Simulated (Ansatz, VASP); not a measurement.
## Two plane-wave programs on SnSe

```
CELL_PARAMETERS angstrom
0.00000 2.97275 2.97275
2.97275 0.00000 2.97275
2.97275 2.97275 0.00000
ATOMIC_POSITIONS crystal
Sn 0.00000 0.00000 0.00000
Se 0.50000 0.50000 0.50000
```

Alike in both runs: task single point; functional PBEsol; k mesh 8 × 8 × 8; occupations gaussian, width 0.02 eV; no spin polarisation.

```csv
,VASP,Ansatz
version,VASP 6.6.1,Ansatz 0.2.0
potentials or method,"VASP PAW PBE potentials, release 64 (Sn_d, Se), cutoff 520 eV","scalar-relativistic, plane waves, PAW"
valence electrons in the cell,20,30
```

|  | VASP | Ansatz | Ansatz less VASP |
| --- | --- | --- | --- |
| gap on the k mesh at the Fermi level (eV) | 0.75 | 0.75 | -0.001 |
| least direct gap on the mesh (eV) | 0.82 | 0.82 | -0.002 |
| pressure (GPa) | 0.0 | 0.0 | -0.02 |

VASP's potentials were made for PBE, not for PBEsol. VASP's potentials hold 20 valence electrons a cell and Ansatz's 30, so a difference there can come from the potentials and not from the codes. Ansatz's warnings: band edges overlap.
